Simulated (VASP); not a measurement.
# Si3N2 (P-4m2) in VASP: a series of runs

Si3N2 is run at these levels: PBE; tasks: single point, relaxation of cell and atoms.

Everything below comes from runs of VASP 6.6.1. Logs are shortened: lines on timing, memory, paths and dates and some standing lists are left out, and cuts for length are marked.

**1. The cell of the first run**

The structure is tetragonal, space group P-4m2 (No. 115). The conventional cell has a = 4.223 Å, b = 4.223 Å, c = 3.221 Å, α = 90.00°, β = 90.00°, γ = 90.00°. Si (site symmetry -4m2) has 2 N at 1.61 Å within 2.1 Å. Within 3.0 Å of Si (site symmetry 2mm) lie 2 Si at 2.25 Å and 4 N at 2.27 Å. N (site symmetry -4m2) has 2 Si at 1.61 Å within 2.1 Å. Within 3.0 Å of N (site symmetry -4m2) lie 4 Si at 2.27 Å and 4 N at 2.99 Å.

The cell was built from a structure type or drawn by symmetry, and may not be a known phase.

**2. Single point, PBE, collinear spin, ferromagnetic start**

File INCAR:

```
PREC = Accurate ; ENCUT = 520
EDIFF = 1E-6 ; ISMEAR = 0
SIGMA = 0.1 ; LREAL = False
LASPH = True ; NELM = 150
ALGO = Normal ; ISIF = 2
LWAVE = False ; LCHARG = False
ISPIN = 2 ; MAGMOM = 0 0 0 1 1
LORBIT = 11 ; GGA = PE
NBANDS = 23
```

File KPOINTS:

```
Automatic mesh
0
Gamma
  4 4 6
```

File POSCAR:

```
Si3N2
1.0
    4.2226225000      0.0000000000      0.0000000000
    0.0000000000      4.2226225000      0.0000000000
    0.0000000000      0.0000000000      3.2211616500
Si N
3 2
Direct
    0.5000000000      0.5000000000      0.0000000000
    0.0000000000      0.5000000000      0.7569595400
    0.5000000000      0.0000000000      0.2430404600
    0.5000000000      0.5000000000      0.5000000000
    0.0000000000      0.0000000000      0.5000000000
```

Potentials or basis: VASP PAW PBE potentials, release 64 (Si, N).

Run with:

```sh
cat potpaw_PBE.64/Si/POTCAR potpaw_PBE.64/N/POTCAR > POTCAR
mpirun -np 1 vasp_std > vasp.out
```

OUTCAR:

```text
PREC = Accurate
   ENCUT = 520
   EDIFF = 1E-6
   ISMEAR = 0
   LREAL = False
   LASPH = True
   NELM = 150
   ISIF = 2
   ISPIN = 2
   LORBIT = 11
   GGA = PE

 ion  position               nearest neighbor table
   1  0.500  0.500  0.000-   4 1.61   4 1.61   2 2.25   3 2.25   3 2.25   2 2.25
   2  0.000  0.500  0.757-   1 2.25   1 2.25   5 2.27   5 2.27   4 2.27   4 2.27
   3  0.500  0.000  0.243-   1 2.25   1 2.25   5 2.27   4 2.27   4 2.27   5 2.27
   4  0.500  0.500  0.500-   1 1.61   1 1.61   3 2.27   2 2.27   3 2.27   2 2.27
   5  0.000  0.000  0.500-   2 2.27   3 2.27   2 2.27   3 2.27

  LATTYP: Found a simple tetragonal cell.
 ALAT       =     4.2226225000
 C/A-ratio  =     0.7628343879

  Lattice vectors:

 A1 = (   4.2226225000,   0.0000000000,   0.0000000000)
 A2 = (   0.0000000000,   4.2226225000,   0.0000000000)
 A3 = (   0.0000000000,   0.0000000000,   3.2211616500)

Analysis of symmetry for initial positions (statically):
=====================================================================
 Subroutine PRICEL returns:
 Original cell was already a primitive cell.

 Routine SETGRP: Setting up the symmetry group for a
 simple tetragonal supercell.

 Subroutine GETGRP returns: Found  8 space group operations
 (whereof  8 operations were pure point group operations)
 out of a pool of 16 trial point group operations.

The static configuration has the point symmetry D_2d.

Analysis of symmetry for dynamics (positions and initial velocities):
=====================================================================
 Subroutine PRICEL returns:
 Original cell was already a primitive cell.

 Routine SETGRP: Setting up the symmetry group for a
 simple tetragonal supercell.

 Subroutine GETGRP returns: Found  8 space group operations
 (whereof  8 operations were pure point group operations)
 out of a pool of 16 trial point group operations.

The dynamic configuration has the point symmetry D_2d.

Analysis of structural, dynamic, and magnetic symmetry:
=====================================================================
 Subroutine PRICEL returns:
 Original cell was already a primitive cell.

 Routine SETGRP: Setting up the symmetry group for a
 simple tetragonal supercell.

 Subroutine GETGRP returns: Found  8 space group operations
 (whereof  8 operations were pure point group operations)
 out of a pool of 16 trial point group operations.

The overall configuration has the point symmetry D_2d.

 Subroutine INISYM returns: Found  8 space group operations
 (whereof  8 operations are pure point group operations),
 and found     1 'primitive' translations

----------------------------------------------------------------------------------------

                                     Primitive cell

  volume of cell :      57.4351

  direct lattice vectors                    reciprocal lattice vectors
     4.222622500  0.000000000  0.000000000     0.236819654  0.000000000  0.000000000
     0.000000000  4.222622500  0.000000000     0.000000000  0.236819654  0.000000000
     0.000000000  0.000000000  3.221161650     0.000000000  0.000000000  0.310447009

  length of vectors
     4.222622500  4.222622500  3.221161650     0.236819654  0.236819654  0.310447009

  position of ions in fractional coordinates (direct lattice)
     0.500000000  0.500000000  0.000000000
     0.000000000  0.500000000  0.756959540
     0.500000000  0.000000000  0.243040460
     0.500000000  0.500000000  0.500000000
     0.000000000  0.000000000  0.500000000

  ion indices of the primitive-cell ions
   primitive index   ion index
                 1           1
                 2           2
                 3           3
                 4           4
                 5           5

----------------------------------------------------------------------------------------

 KPOINTS: Automatic mesh

Automatic generation of k-mesh.
 Grid dimensions read from file:
 generate k-points for:    4    4    6

 Generating k-lattice:

  Cartesian coordinates                     Fractional coordinates (reciprocal lattice)
[... 45 lines left out ...]
 spin polarized calculation
 Gauss-broadening in eV      SIGMA  =   0.10
  energy-cutoff  :      520.00
  volume of cell :       57.44
 maximum number of plane-waves:      1568
 NGX is ok and might be reduce to    32

 number of electron      21.9999997 magnetization       0.0000628

 number of electron      21.9999997 magnetization      -0.0000730

 Free energy of the ion-electron system (eV)
  ---------------------------------------------------
  ext. energy  EPLUGINS =         0.00000000
  ---------------------------------------------------
  free energy    TOTEN  =       -27.39933838 eV

  energy without entropy =      -27.39078443  energy(sigma->0) =      -27.39506141

 E-fermi :   8.6037     XC(G=0): -11.2616

 val. band max:        8.5967124735   @ k =   0.5000   0.0000   0.0000
 cond. band min:       8.6555304806   @ k =   0.2500   0.0000   0.5000
 fundamental gap:      0.0588180070
 Fermi energy:         8.6036566932

 spin component 1

 k-point     1 :       0.0000    0.0000    0.0000
  band No.  band energies     occupation
      1     -10.3778      1.00000
      2      -5.1551      1.00000
      3      -0.0044      1.00000
      4       0.2489      1.00000
      5       0.2489      1.00000
      6       1.9491      1.00000
[... 597 lines left out ...]
      6       2.6246      1.00000
[... 15 lines left out ...]
     22      19.9125      0.00000
     23      20.7175      0.00000
 Fermi energy:         8.6036566932

 spin component 2

 k-point     1 :       0.0000    0.0000    0.0000
  band No.  band energies     occupation
      1     -10.3779      1.00000
      2      -5.1551      1.00000
      3      -0.0044      1.00000
      4       0.2489      1.00000
      5       0.2489      1.00000
      6       1.9491      1.00000
[... 613 lines left out ...]
     22      19.9125      0.00000
     23      20.7175      0.00000

------------------------ aborting loop because EDIFF is reached ----------------------------------------

  FORCE on cell =-STRESS in cart. coord.  units (eV):
  Direction    XX          YY          ZZ          XY          YZ          ZX
  --------------------------------------------------------------------------------------
  -------------------------------------------------------------------------------------
  Total       -0.7152306     -0.7152306     19.3937523      0.0000000     -0.0000000      0.0000000
  in kB      -19.9516867    -19.9516867    540.9976656      0.0000000     -0.0000000      0.0000000
  external PRESSURE =     167.0314308 kB  Pullay stress =       0.0000000 kB

 VOLUME and BASIS-vectors are now :
 -----------------------------------------------------------------------------
  energy-cutoff  :      520.00
  volume of cell :       57.44
      direct lattice vectors                 reciprocal lattice vectors
     4.222622500  0.000000000  0.000000000     0.236819654  0.000000000  0.000000000
     0.000000000  4.222622500  0.000000000     0.000000000  0.236819654  0.000000000
     0.000000000  0.000000000  3.221161650     0.000000000  0.000000000  0.310447009

 POSITION                                       TOTAL-FORCE (eV/Angst)
 -----------------------------------------------------------------------------------
      2.11131      2.11131      0.00000         0.000000      0.000000      0.000000
      0.00000      2.11131      2.43829        -0.000000      0.000000     -1.473004
      2.11131      0.00000      0.78287         0.000000      0.000000      1.473004
      2.11131      2.11131      1.61058         0.000000     -0.000000      0.000000
      0.00000      0.00000      1.61058         0.000000      0.000000      0.000000
 -----------------------------------------------------------------------------------
    total drift:                                0.000000     -0.000000     -0.000000

  FREE ENERGIE OF THE ION-ELECTRON SYSTEM (eV)
  ---------------------------------------------------
  free  energy   TOTEN  =       -27.3993383830 eV

  energy  without entropy=      -27.3907844305  energy(sigma->0) =      -27.39506141

 total charge

# of ion       s       p       d       tot
------------------------------------------
    1        0.718   1.158   0.000   1.876
    2        0.823   0.700   0.000   1.523
    3        0.823   0.700   0.000   1.523
    4        1.320   2.638   0.000   3.958
    5        1.266   2.213   0.000   3.480
--------------------------------------------------
tot          4.950   7.409   0.000  12.360

 magnetization (x)

# of ion       s       p       d       tot
------------------------------------------
    1        0.000   0.000   0.000   0.000
    2       -0.000  -0.000   0.000  -0.000
    3       -0.000  -0.000   0.000  -0.000
    4       -0.000  -0.000   0.000  -0.000
    5       -0.000   0.000   0.000   0.000
--------------------------------------------------
tot         -0.000  -0.000   0.000  -0.000
```

It took 25 s on 1 thread of Intel Xeon Platinum 8559C (Emerald Rapids), shared host; peak memory 0.19 GiB.

What came out:

```yaml
Free_energy: -27.3993 eV
Pressure: 16.7 GPa
Largest_force: 1.473 eV/Å
Band_gap_on_the_k_mesh: zero (filled and empty bands overlap)
Net_moment: 0.00 μB per cell
Valence_electrons_inside_the_program's_atomic_spheres: Si 1.88, 1.52 (each value once); N 3.96, 3.48
```

Forces on the atoms (eV/Å):
```
Si   0.000  0.000  0.000
Si   0.000  0.000 -1.473
Si   0.000  0.000  1.473
N    0.000  0.000  0.000
N    0.000  0.000  0.000
```

Levels at points of the mesh, in eV from the Fermi level:
Spin up:
```
           k point  band 9  band 10  band 11  band 12  band 13  band 14
(0.00, 0.00, 0.00)   -3.06    -0.75     0.63     2.14     2.14     3.98
(0.50, 0.00, 0.00)   -1.64    -0.90    -0.01     2.01     2.26     4.70
(0.50, 0.50, 0.00)   -0.98    -0.41    -0.41     0.37     2.50     4.41
(0.00, 0.00, 0.50)   -3.27    -1.97    -1.97    -1.85    -0.44    -0.23
(0.50, 0.00, 0.50)   -3.17    -2.59    -1.56     1.80     1.95     2.20
(0.50, 0.50, 0.50)   -1.99    -1.99    -0.02     2.91     4.38     4.44
```
Spin down:
| k point | band 7 | band 8 | band 9 | band 10 | band 11 | band 12 | band 13 | band 14 | band 15 | band 16 |
| --- | --- | --- | --- | --- | --- | --- | --- | --- | --- | --- |
| (0.00, 0.00, 0.00) | -5.72 | -3.06 | -3.06 | -0.75 | 0.63 | 2.14 | 2.14 | 3.98 | 4.89 | 5.73 |
| (0.50, 0.00, 0.00) | -4.49 | -2.66 | -1.64 | -0.90 | -0.01 | 2.01 | 2.26 | 4.70 | 5.03 | 5.30 |
| (0.50, 0.50, 0.00) | -2.47 | -2.47 | -0.98 | -0.41 | -0.41 | 0.37 | 2.50 | 4.41 | 4.41 | 5.49 |
| (0.00, 0.00, 0.50) | -3.58 | -3.58 | -3.27 | -1.97 | -1.97 | -1.85 | -0.44 | -0.23 | 5.55 | 5.55 |
| (0.50, 0.00, 0.50) | -5.63 | -3.46 | -3.17 | -2.59 | -1.56 | 1.80 | 1.95 | 2.20 | 2.74 | 5.27 |
| (0.50, 0.50, 0.50) | -5.98 | -4.40 | -1.99 | -1.99 | -0.02 | 2.91 | 4.38 | 4.44 | 4.44 | 4.89 |

Caveat: the k points lie up to 0.37 Å⁻¹ apart, too coarse for converged energies and pressures of a metal; forces of over 1 eV/Å act on the atoms, so gaps and moduli don't describe the material at rest.

**3. Relaxation of cell and atoms, PBE**

This run uses another cell than the first one, of 12.98 Å³/atom.

File INCAR:

```
SYSTEM = Si3N2
PREC     = Accurate       ! precision mode
ENCUT    = 600            ! plane-wave cutoff, eV
EDIFF    = 1E-7           ! SCF threshold, eV
ISMEAR   = 0              ! smearing method
SIGMA    = 0.1            ! smearing width, eV
LREAL    = .FALSE.        ! projectors in reciprocal space
LASPH    = .TRUE.         ! aspherical terms in the spheres
NELM     = 80             ! most SCF steps
ALGO     = Normal         ! electronic algorithm
ISIF     = 3              ! what is computed and relaxed
LWAVE    = .FALSE.        ! write WAVECAR
LCHARG   = .FALSE.        ! write CHGCAR
GGA      = PE             ! functional
IBRION   = 2              ! ionic algorithm
NSW      = 90             ! ionic steps
EDIFFG   = -0.04          ! ionic threshold
```

File KPOINTS:

```
Automatic mesh
0
G
  6 6 4
  0 0 0
```

File POSCAR:

```
Si3N2
1.0
    3.5058042671      0.0000000000      0.0000000000
    0.0000000000      3.5058042671      0.0000000000
    0.0000000000      0.0000000000      5.2793916637
Si N
3 2
Direct
    0.5000000000      0.5000000000      0.0000000000
    0.0000000000      0.5000000000      0.6340630647
    0.5000000000      0.0000000000      0.3659369353
    0.5000000000      0.5000000000      0.5000000000
    0.0000000000      0.0000000000      0.5000000000
```

Potentials or basis: VASP PAW PBE potentials, release 64 (Si, N).

Run with:

```sh
cat potpaw_PBE.64/Si/POTCAR potpaw_PBE.64/N/POTCAR > POTCAR
mpirun -np 1 vasp_std > vasp.out
```

It took 63 s on 1 thread of Intel Xeon Platinum 8559C (Emerald Rapids), shared host; peak memory 0.19 GiB.

It converged, with:

```yaml
Free_energy: -32.3375 eV
Relaxed_volume: 12.74 Å³/atom
Relaxed_cell: a = 3.519 Å, b = 3.519 Å, c = 5.145 Å, α = 90.00°, β = 90.00°, γ = 90.00°
Space_group_after_relaxing_to_0.1_Å: P-4m2 (No. 115)
Energy_gained_by_relaxing: 3.3 meV/atom
Ionic_steps: 6
Pressure_after_relaxing: 0.2 GPa
Largest_force_after_relaxing: 0.039 eV/Å
Band_gap_on_the_k_mesh: zero (bands 11 and 12 overlap by 2.13 eV)
```

Forces on the atoms (eV/Å):
```
Si   0.000  0.000  0.000
Si   0.000  0.000 -0.039
Si   0.000  0.000  0.039
N    0.000  0.000  0.000
N    0.000  0.000  0.000
```

Stress tensor (GPa, compression positive):
```
 0.34  0.00  0.00
 0.00  0.34  0.00
 0.00  0.00 -0.24
```

The path:
```tsv
step	energy change (eV)	largest force (eV/Å)	pressure (GPa)	volume (Å³)
1	0.0000	0.2781	0.16	64.89
2	-0.0058	0.0605	-0.82	65.01
3	-0.0063	0.0264	-1.20	65.05
4	-0.0106	0.0576	-0.63	64.57
5	-0.0135	0.1128	0.28	63.85
6	-0.0164	0.0386	0.15	63.71
```

Final structure:
```
Si N
1.0
     3.51916    0.00000    0.00000
     0.00000    3.51916    0.00000
     0.00000    0.00000    5.14457
Si N
3 2
Direct
  0.50000 0.50000 0.00000
  0.00000 0.50000 0.64082
  0.50000 0.00000 0.35918
  0.50000 0.50000 0.50000
  0.00000 0.00000 0.50000
```

Levels at points of the mesh, in eV from the Fermi level:
```csv
k point,band 7,band 8,band 9,band 10,band 11,band 12,band 13,band 14,band 15
"(0.00, 0.00, 0.00)",-3.30,-2.79,-2.79,-0.93,0.83,1.28,1.28,2.59,3.80
"(0.50, 0.00, 0.00)",-6.13,-6.07,-5.50,-3.96,1.25,2.04,2.32,5.02,5.92
"(0.50, 0.50, 0.00)",-4.91,-3.91,-3.91,-1.36,-1.36,0.49,0.49,1.44,3.49
"(0.00, 0.00, 0.50)",-4.09,-3.21,-2.83,-2.83,-0.62,0.39,0.39,3.38,4.75
"(0.50, 0.00, 0.50)",-6.12,-6.01,-3.18,-2.39,-1.87,1.33,1.53,4.02,5.37
"(0.50, 0.50, 0.50)",-4.69,-4.69,-2.20,-1.36,-1.36,-0.31,3.31,3.31,3.45
```

**4. Single point, PBE**

This run uses another cell than the first one: it holds 10 atoms, not 5.

File INCAR:

```
SYSTEM = Si3N2
PREC = Accurate
ENCUT = 520
EDIFF = 1E-7
ISMEAR = 0
SIGMA = 0.2
LREAL = .False.
LASPH = .True.
NELM = 100
ALGO = Normal
ISIF = 2
LWAVE = .False.
LCHARG = .True.
GGA = PE
LELF = .True.
LVHAR = .True.
NBANDS = 33
```

File KPOINTS:

```
Automatic mesh
0
Gamma
  6 4 4
  0 0 0
```

File POSCAR:

```
Si3N2
1.0
    0.0000000000      3.5047670987      0.0000000000
    0.0000000000      0.0000000000      5.3135032723
    7.0095341974      0.0000000000      0.0000000000
Si N
6 4
Direct
    0.5000000000      0.0000000000      0.2500000000
    0.5000000000      0.0000000000      0.7500000000
    0.5000000000      0.6330202351      0.5000000000
    0.5000000000      0.6330202351      0.0000000000
    0.0000000000      0.3669797649      0.2500000000
    0.0000000000      0.3669797649      0.7500000000
    0.5000000000      0.5000000000      0.2500000000
    0.5000000000      0.5000000000      0.7500000000
    0.0000000000      0.5000000000      0.5000000000
    0.0000000000      0.5000000000      0.0000000000
```

Run with:

```sh
cat potpaw_PBE.64/Si/POTCAR potpaw_PBE.64/N/POTCAR > POTCAR
mpirun -np 1 vasp_std > vasp.out
```

It took 89 s on 1 thread of Intel Xeon Platinum 8559C (Emerald Rapids), shared host; peak memory 0.28 GiB.

Results (log left out):

* Free energy: -64.6538 eV
* Pressure: 0.0 GPa
* Largest force: 0.230 eV/Å
* Band gap on the k mesh: zero (bands 22 and 23 overlap by 1.94 eV)

Forces on the atoms (eV/Å):
```
Si   0.000  0.000  0.140
Si   0.000  0.000  0.140
Si   0.000  0.000  0.037
Si   0.000  0.000  0.037
Si   0.000  0.000 -0.230
Si   0.000  0.000 -0.230
N    0.000  0.000  0.048
N    0.000  0.000  0.048
N    0.000  0.000  0.004
N    0.000  0.000  0.004
```

Stress tensor (GPa, compression positive):
```
-0.23  0.00  0.00
 0.00  0.92  0.00
 0.00  0.00 -0.59
```

Levels at points of the mesh, in eV from the Fermi level:
```
           k point  band 18  band 19  band 20  band 21  band 22  band 23  band 24  band 25  band 26  band 27
(0.00, 0.00, 0.00)    -2.80    -2.80    -0.85     0.56     1.04     1.45     1.47     2.11     2.21     2.26
(0.50, 0.00, 0.00)    -3.82    -3.76    -1.38    -1.37     0.34     0.35     1.03     1.58     2.12     2.23
(0.00, 0.50, 0.00)    -2.83    -2.83    -2.47    -2.06    -0.60     0.65     0.67     1.20     1.66     3.48
(0.50, 0.50, 0.00)    -2.52    -2.44    -2.06    -1.38    -1.38    -0.39     1.21     1.63     2.86     2.89
(0.00, 0.00, 0.50)    -3.82    -2.06    -2.06     0.89     0.89     1.64     1.64     1.82     1.82     2.13
(0.50, 0.00, 0.50)    -2.97    -2.83    -2.83    -1.53    -1.53     0.92     0.92     1.49     1.49     3.36
(0.00, 0.50, 0.50)    -3.75    -3.20    -3.20    -0.87    -0.87     1.05     1.05     1.36     1.36     3.31
(0.50, 0.50, 0.50)    -3.01    -2.92    -2.92    -2.27    -2.27    -0.59    -0.59     1.70     1.70     4.04
```

**5. Summary**

| task | spin | cell | k mesh | cutoff (eV) | smearing | gap on the mesh (eV) | pressure (GPa) | largest force (eV/Å) |
| --- | --- | --- | --- | --- | --- | --- | --- | --- |
| single point | collinear, ferromagnetic start | a = 4.223, b = 4.223, c = 3.221 Å, 5 atoms, atomic positions A | 4 × 4 × 6 | 520 | gaussian 0.1 eV | none | 16.7 | 1.47 |
| relaxation of cell and atoms | off | relaxed from a = 3.506, b = 3.506, c = 5.279 Å, 5 atoms, atomic positions B | 6 × 6 × 4 | 600 | gaussian 0.1 eV | none | 0.2 | 0.04 |
| single point | off | a = 3.505, b = 5.314, c = 7.010 Å, 10 atoms, atomic positions C | 6 × 4 × 4 | 520 | gaussian 0.2 eV | none | 0.0 | 0.23 |

Alike in all rows: level PBE; potentials or basis VASP PAW PBE potentials, release 64 (Si, N).

Caveats: some runs use coarse meshes; forces of over 1 eV/Å act on the atoms, so gaps and moduli don't describe the material at rest (at least some runs).

Total energies depend on the potentials used, so only differences within one code and one set of settings carry meaning.
